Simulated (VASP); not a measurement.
# La2O (P-3m1) in VASP: further runs

Runs on La2O. Level: PBE. Tasks: single point.

Program: VASP 6.6.1. These are calculated values, not measurements. Logs are shortened: lines on timing, memory, paths and dates and some standing lists are left out, and cuts for length are marked.

**1. The cell of the first run**

The structure is trigonal, space group P-3m1 (No. 164). Conventional cell: a = 3.857 Å, b = 3.857 Å, c = 18.520 Å, α = 90.00°, β = 90.00°, γ = 120.00°. Within 3.2 Å of La (site symmetry 3m) lie 6 O at 2.40 to 2.68 Å. La (site symmetry 3m) has 1 O at 2.34 Å within 3.1 Å. Within 4.6 Å of La (site symmetry 3m) lie 12 La at 3.50 to 3.88 Å. O (site symmetry 3m) has 4 La at 2.34 to 2.40 Å within 3.1 Å. O (site symmetry -3m) has 6 La at 2.68 Å and 6 O at 3.27 Å within 3.5 Å.

**2. Single point, PBE**

Contents of INCAR:

```
SYSTEM = La2O
PREC = Accurate
ENCUT = 520
EDIFF = 1E-6
ISMEAR = 0
SIGMA = 0.2
LREAL = .False.
LASPH = .True.
NELM = 60
ALGO = Normal
ISIF = 2
LWAVE = .False.
LCHARG = .False.
GGA = PE
NBANDS = 52
```

Contents of KPOINTS:

```
regular mesh
0
Gamma
  5 5 1
  0 0 0
```

Contents of POSCAR:

```
La2O
1.0
    3.8568691003      0.0000000000      0.0000000000
   -1.9284345501      3.3401466199      0.0000000000
    0.0000000000      0.0000000000     18.5197575269
La O
6 3
Direct
    0.3333333333      0.6666666667      0.0807561296
    0.6666666667      0.3333333333      0.2554353147
    0.6666666667      0.3333333333      0.9192438704
    0.3333333333      0.6666666667      0.7445646853
    0.3333333333      0.6666666667      0.4270949675
    0.6666666667      0.3333333333      0.5729050325
    0.6666666667      0.3333333333      0.1291477793
    0.3333333333      0.6666666667      0.8708522207
    0.0000000000      0.0000000000      0.0000000000
```

Potentials or basis: VASP PAW PBE potentials, release 64 (La, O).

Launch:

```
cat potpaw_PBE.64/La/POTCAR potpaw_PBE.64/O/POTCAR > POTCAR
mpirun -np 1 vasp_std > vasp.out
```

OUTCAR:

```text
SYSTEM = La2O
   PREC = Accurate
   ENCUT = 520
   EDIFF = 1E-6
   ISMEAR = 0
   LREAL = .False.
   LASPH = .True.
   NELM = 60
   ISIF = 2
   GGA = PE

 ion  position               nearest neighbor table
   1  0.333  0.667  0.081-   7 2.40   7 2.40   7 2.40   9 2.68   9 2.68   9 2.68
   2  0.667  0.333  0.255-   7 2.34
   3  0.667  0.333  0.919-   8 2.40   8 2.40   8 2.40   9 2.68   9 2.68   9 2.68
   4  0.333  0.667  0.745-   8 2.34
   5  0.333  0.667  0.427-   6 3.50   6 3.50   6 3.50
   6  0.667  0.333  0.573-   5 3.50   5 3.50   5 3.50
   7  0.667  0.333  0.129-   2 2.34   1 2.40   1 2.40   1 2.40
   8  0.333  0.667  0.871-   4 2.34   3 2.40   3 2.40   3 2.40
   9  0.000  0.000  0.000-   1 2.68   3 2.68   1 2.68   3 2.68   3 2.68   1 2.68

  LATTYP: Found a hexagonal cell.
 ALAT       =     3.8568691003
 C/A-ratio  =     4.8017594181

  Lattice vectors:

 A1 = (   3.8568691003,   0.0000000000,   0.0000000000)
 A2 = (  -1.9284345501,   3.3401466199,   0.0000000000)
 A3 = (   0.0000000000,   0.0000000000,  18.5197575269)

Analysis of symmetry for initial positions (statically):
=====================================================================
 Subroutine PRICEL returns:
 Original cell was already a primitive cell.

 Routine SETGRP: Setting up the symmetry group for a
 hexagonal supercell.

 Subroutine GETGRP returns: Found 12 space group operations
 (whereof 12 operations were pure point group operations)
 out of a pool of 24 trial point group operations.

The static configuration has the point symmetry D_3d.

Analysis of symmetry for dynamics (positions and initial velocities):
=====================================================================
 Subroutine PRICEL returns:
 Original cell was already a primitive cell.

 Routine SETGRP: Setting up the symmetry group for a
 hexagonal supercell.

 Subroutine GETGRP returns: Found 12 space group operations
 (whereof 12 operations were pure point group operations)
 out of a pool of 24 trial point group operations.

The dynamic configuration has the point symmetry D_3d.

 Subroutine INISYM returns: Found 12 space group operations
 (whereof 12 operations are pure point group operations),
 and found     1 'primitive' translations

----------------------------------------------------------------------------------------

                                     Primitive cell

  volume of cell :     238.5809

  direct lattice vectors                    reciprocal lattice vectors
     3.856869100  0.000000000  0.000000000     0.259277661  0.149694028  0.000000000
    -1.928434550  3.340146620  0.000000000     0.000000000  0.299388055  0.000000000
     0.000000000  0.000000000 18.519757527     0.000000000  0.000000000  0.053996387

  length of vectors
     3.856869100  3.856869100 18.519757527     0.299388055  0.299388055  0.053996387

  position of ions in fractional coordinates (direct lattice)
     0.333333333  0.666666667  0.080756130
     0.666666667  0.333333333  0.255435315
     0.666666667  0.333333333  0.919243870
     0.333333333  0.666666667  0.744564685
     0.333333333  0.666666667  0.427094967
     0.666666667  0.333333333  0.572905033
     0.666666667  0.333333333  0.129147779
     0.333333333  0.666666667  0.870852221
     0.000000000  0.000000000  0.000000000

  ion indices of the primitive-cell ions
   primitive index   ion index
                 1           1
                 2           2
                 3           3
                 4           4
                 5           5
                 6           6
                 7           7
                 8           8
                 9           9

----------------------------------------------------------------------------------------

 KPOINTS: regular mesh

Automatic generation of k-mesh.
 Grid dimensions read from file:
 generate k-points for:    5    5    1

 Generating k-lattice:

  Cartesian coordinates                     Fractional coordinates (reciprocal lattice)
     0.051855532  0.029938806  0.000000000     0.200000000  0.000000000  0.000000000
     0.000000000  0.059877611  0.000000000     0.000000000  0.200000000  0.000000000
     0.000000000  0.000000000  0.053996387     0.000000000  0.000000000  1.000000000

  Length of vectors
     0.059877611  0.059877611  0.053996387

  Shift w.r.t. Gamma in fractional coordinates (k-lattice)
     0.000000000  0.000000000  0.000000000

 Subroutine IBZKPT returns following result:
 ===========================================

 Found      5 irreducible k-points:

 Following reciprocal coordinates:
            Coordinates               Weight
  0.000000  0.000000  0.000000      1.000000
  0.200000  0.000000  0.000000      6.000000
  0.400000  0.000000  0.000000      6.000000
  0.200000  0.200000  0.000000      6.000000
  0.400000  0.200000  0.000000      6.000000
   k-points           NKPTS =      5   k-points in BZ     NKDIM =      5   number of bands    NBANDS=     52
   number of dos      NEDOS =    301   number of ions     NIONS =      9
   total plane-waves  NPLWV = 126000
   dimension x,y,z NGX =    30 NGY =   30 NGZ =  140
   dimension x,y,z NGXF=    60 NGYF=   60 NGZF=  280
   ions per type =               6   3
   NGX,Y,Z   is equivalent  to a cutoff of  12.93, 12.93, 12.57 a.u.
   NGXF,Y,Z  is equivalent  to a cutoff of  25.86, 25.86, 25.13 a.u.
 SYSTEM =  La2O
   PREC   = accura    normal or accurate (medium, high low for compatibility)
   ISTART =      0    job   : 0-new  1-cont  2-samecut
   ICHARG =      2    charge: 1-file 2-atom 10-const
   ISPIN  =      1    spin polarized calculation?
   LNONCOLLINEAR =      F non collinear calculations
   LSORBIT =      F    spin-orbit coupling
   LASPH  =      T    aspherical Exc in radial PAW
   ENCUT  =  520.0 eV  38.22 Ry    6.18 a.u.   7.17  7.17 34.43*2*pi/ulx,y,z
   NELM   =     60;   NELMIN=  2; NELMDL= -5     # of ELM steps
   EDIFF  = 0.1E-05   stopping-criterion for ELM
   LREAL  =      F    real-space projection
   EDIFFG = 0.1E-04   stopping-criterion for IOM
   NSW    =      0    number of steps for IOM
   IBRION =     -1    ionic relax: 0-MD 1-quasi-New 2-CG
   NFREE  =      0    steps in history (QN), initial steepest desc. (CG)
   ISIF   =      2    stress and relaxation
   ISYM   =      2    0-nonsym 1-usesym 2-fastsym
   POTIM  = 0.5000    time-step for ionic-motion
   TEBEG  =    0.0;   TEEND  =   0.0 temperature during run
   PSTRESS=    0.0 pullay stress
   NELECT =      84.0000    total number of electrons
   NUPDOWN=      -1.0000    fix difference up-down
   EMIN   =  10.00;   EMAX   =-10.00  energy-range for DOS
   EFERMI =   0.00;   METHOD = LEGACY
   ISMEAR =     0;   SIGMA  =   0.20  broadening in eV -4-tet -1-fermi 0-gaus
   EFERMI_NEDOS =   21; number of points for ismear=-14 and -15
   IALGO  =     38    algorithm
   IMIX   =      4    mixing-type and parameters
     AMIX     =   0.40;   BMIX     =  1.00
     AMIX_MAG =   1.60;   BMIX_MAG =  1.00
  volume/ion in A,a.u.               =      26.51       178.89
  Fermi-wavevector in a.u.,A,eV,Ry     =   1.155995  2.184514 18.181803  1.336325
  Thomas-Fermi vector in A             =   2.292619
   LORBIT       =      0    0 simple, 1 ext, 2 COOP (PROOUT), +10 PAW based schemes
   GGA     = PE    functional components
   LHFCALC =     F    Hartree Fock is set to
   AEXX    =    0.0000 exact exchange contribution
   IVDW    =     0    specifies the selected vdW correction
   LEPSILON=     F    determine dielectric tensor
   LRPA    =     F    only Hartree local field effects (RPA)
 non-spin polarized calculation
 Gauss-broadening in eV      SIGMA  =   0.20
  energy-cutoff  :      520.00
  volume of cell :      238.58
 maximum number of plane-waves:      6443
 NGX is ok and might be reduce to    30
   NGX = 15   NGY = 15   NGZ = 69

 number of electron      84.0000000 magnetization

 Free energy of the ion-electron system (eV)
  ---------------------------------------------------
  ext. energy  EPLUGINS =         0.00000000
  ---------------------------------------------------
  free energy    TOTEN  =       -60.72764859 eV

  energy without entropy =      -60.55983616  energy(sigma->0) =      -60.64374238

 E-fermi :   8.0751     XC(G=0):  -9.7313

 val. band max:        7.9848459701   @ k =   0.2000   0.2000   0.0000
 cond. band min:       8.1076534824   @ k =   0.4000   0.0000   0.0000
 fundamental gap:      0.1228075122
 Fermi energy:         8.0750776166

 k-point     1 :       0.0000    0.0000    0.0000
  band No.  band energies     occupation
      1     -25.1356      2.00000
      2     -25.0139      2.00000
      3     -24.7898      2.00000
      4     -24.7529      2.00000
      5     -24.7252      2.00000
      6     -24.5533      2.00000
[... 44 lines left out ...]
     51       9.3949      0.00000
     52       9.5292      0.00000

 k-point     2 :       0.2000    0.0000    0.0000
  band No.  band energies     occupation
      1     -25.0738      2.00000
      2     -24.9722      2.00000
      3     -24.7447      2.00000
      4     -24.7225      2.00000
      5     -24.6915      2.00000
      6     -24.5396      2.00000
[... 44 lines left out ...]
     51       9.4114      0.00000
     52       9.5337      0.00000

 k-point     3 :       0.4000    0.0000    0.0000
  band No.  band energies     occupation
      1     -24.9625      2.00000
      2     -24.9103      2.00000
      3     -24.6753      2.00000
      4     -24.6726      2.00000
      5     -24.6193      2.00000
      6     -24.5304      2.00000
[... 44 lines left out ...]
     51       9.6741      0.00000
     52       9.6873      0.00000

 k-point     4 :       0.2000    0.2000    0.0000
  band No.  band energies     occupation
      1     -24.9861      2.00000
      2     -24.9204      2.00000
      3     -24.6876      2.00000
      4     -24.6822      2.00000
      5     -24.6368      2.00000
      6     -24.5295      2.00000
[... 44 lines left out ...]
     51       9.3547      0.00000
     52       9.3832      0.00000

 k-point     5 :       0.4000    0.2000    0.0000
  band No.  band energies     occupation
      1     -24.9207      2.00000
      2     -24.8974      2.00000
      3     -24.6571      2.00000
      4     -24.6568      2.00000
      5     -24.5817      2.00000
      6     -24.5397      2.00000
[... 44 lines left out ...]
     51       9.5178      0.00000
     52       9.5527      0.00000

------------------------ aborting loop because EDIFF is reached ----------------------------------------

  FORCE on cell =-STRESS in cart. coord.  units (eV):
  Direction    XX          YY          ZZ          XY          YZ          ZX
  --------------------------------------------------------------------------------------
  -------------------------------------------------------------------------------------
  Total        0.8808138      0.8808138      0.9035285      0.0000000      0.0000000      0.0000000
  in kB        5.9150571      5.9150571      6.0675966      0.0000000      0.0000000      0.0000000
  external PRESSURE =       5.9659036 kB  Pullay stress =       0.0000000 kB

 VOLUME and BASIS-vectors are now :
 -----------------------------------------------------------------------------
  energy-cutoff  :      520.00
  volume of cell :      238.58
      direct lattice vectors                 reciprocal lattice vectors
     3.856869100  0.000000000  0.000000000     0.259277661  0.149694028  0.000000000
    -1.928434550  3.340146620  0.000000000     0.000000000  0.299388055  0.000000000
     0.000000000  0.000000000 18.519757527     0.000000000  0.000000000  0.053996387

 POSITION                                       TOTAL-FORCE (eV/Angst)
 -----------------------------------------------------------------------------------
     -0.00000      2.22676      1.49558         0.000000     -0.000000      0.004793
      1.92843      1.11338      4.73060         0.000000      0.000000     -0.085529
      1.92843      1.11338     17.02417        -0.000000      0.000000     -0.004793
     -0.00000      2.22676     13.78916        -0.000000     -0.000000      0.085529
     -0.00000      2.22676      7.90970         0.000000      0.000000     -0.049300
      1.92843      1.11338     10.61006        -0.000000     -0.000000      0.049300
      1.92843      1.11338      2.39179        -0.000000      0.000000      0.061026
     -0.00000      2.22676     16.12797         0.000000     -0.000000     -0.061026
      0.00000      0.00000      0.00000         0.000000      0.000000     -0.000000
 -----------------------------------------------------------------------------------
    total drift:                               -0.000000      0.000000      0.000000

  FREE ENERGIE OF THE ION-ELECTRON SYSTEM (eV)
  ---------------------------------------------------
  free  energy   TOTEN  =       -60.7276485947 eV

  energy  without entropy=      -60.5598361635  energy(sigma->0) =      -60.64374238
```

It took 2.1 min on 1 thread of Intel Xeon 6975P-C (Granite Rapids), shared host; peak memory 0.35 GiB.

Results:

```
Free energy            : -60.7276 eV
Pressure               : 0.6 GPa
Largest force          : 0.086 eV/Å
Band gap on the k mesh : zero (bands 42 and 43 overlap by 0.78 eV)
```

Forces on the atoms (eV/Å):
```
La   0.000  0.000  0.005
La   0.000  0.000 -0.086
La   0.000  0.000 -0.005
La   0.000  0.000  0.086
La   0.000  0.000 -0.049
La   0.000  0.000  0.049
O    0.000  0.000  0.061
O    0.000  0.000 -0.061
O    0.000  0.000  0.000
```

Caveat: the k points lie up to 0.38 Å⁻¹ apart, too coarse for converged energies and pressures of a metal; spin-orbit coupling is left out, which moves the levels of the heavy elements.

(Continued in part 2 of 2.)
